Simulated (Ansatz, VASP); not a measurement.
AlN in VASP and in Ansatz

```xyz
14
Lattice="5.1974 0.1345 0.5180 0.1596 5.4109 -0.1145 0.5540 -0.1346 5.8384" Properties=species:S:1:pos:R:3 pbc="T T T"
Al    1.7849    4.6451    0.9760
Al    0.8398    2.3689    3.1971
Al    5.4913    0.4816    5.1895
Al    2.6962    2.1074    5.6973
Al    4.6405    3.4234    0.9887
Al    3.1784    5.2805    3.6494
Al    4.5759    0.7084    1.9072
N     0.9246    3.8508    4.5848
N     1.0310    2.8699    1.3939
N     3.4533    4.6495    1.8638
N     2.5169    3.9344    4.9303
N     3.8449    1.7751    0.5454
N     1.8658    1.2184    4.2806
N     4.5864    1.0707    3.6888
```

Alike in both runs: task single point; functional PBE; k mesh 5 × 4 × 4; occupations gaussian, width 0.02 eV; no spin polarisation.

|  | VASP | Ansatz |
| --- | --- | --- |
| version | VASP 6.6.1 | Ansatz 0.2.0 |
| potentials or method | VASP PAW PBE potentials, release 64 (Al, N), cutoff 520 eV | scalar-relativistic, plane waves, PAW |
| valence electrons in the cell | 56 | 56 |

VASP gave:

* gap on the k mesh at the Fermi level (eV): 0.93
* least direct gap on the mesh (eV): 1.43
* rms of the force components (eV/Å): 0.036

Task: What did Ansatz give for the same quantities?

Result: gap on the k mesh at the Fermi level (eV): 0.93; least direct gap on the mesh (eV): 1.43; rms of the force components (eV/Å): 0.037.

Atom by atom the forces differ by 0.006 eV/Å (rms over components). The functional is the same, so the differences come from potentials, cutoffs and numerics.
